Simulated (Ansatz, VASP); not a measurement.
## GaSb: VASP beside Ansatz

```xyz
2
Lattice="-1.4925 2.5439 2.8264 1.4925 -2.5439 2.8264 1.4925 2.5439 -2.8264" Properties=species:S:1:pos:R:3 pbc="T T T"
Ga    0.0000    0.0000    0.0000
Sb    0.0000    0.0000    2.8264
```

Change from the starting cell: volume 21.462 Å^3 an atom, stretch along a over the lengths across it, relative to the relaxed cell 0.9480.

Alike in both runs: task single point; functional PBE; k mesh 18 × 18 × 18; occupations gaussian, width 0.15 eV; no spin polarisation.

|  | VASP | Ansatz |
| --- | --- | --- |
| version | VASP 6.6.1 | Ansatz 0.2.0 |
| potentials or method | VASP PAW PBE potentials, release 64 (Ga_d, Sb), cutoff 520 eV | scalar-relativistic, plane waves, PAW |
| valence electrons in the cell | 18 | 28 |

```csv
,VASP,Ansatz,Ansatz less VASP
gap on the k mesh at the Fermi level (eV),none,none,-
pressure (GPa),8.0,8.0,-0.07
"traceless stress, the component that is largest in VASP (GPa)",-3.27,-3.29,-0.012
```

A gap of «none» marks a metal or a gap that the smearing closes. VASP's potentials hold 18 valence electrons a cell and Ansatz's 28, so a difference there can come from the potentials and not from the codes.

Spin-orbit coupling is off throughout.
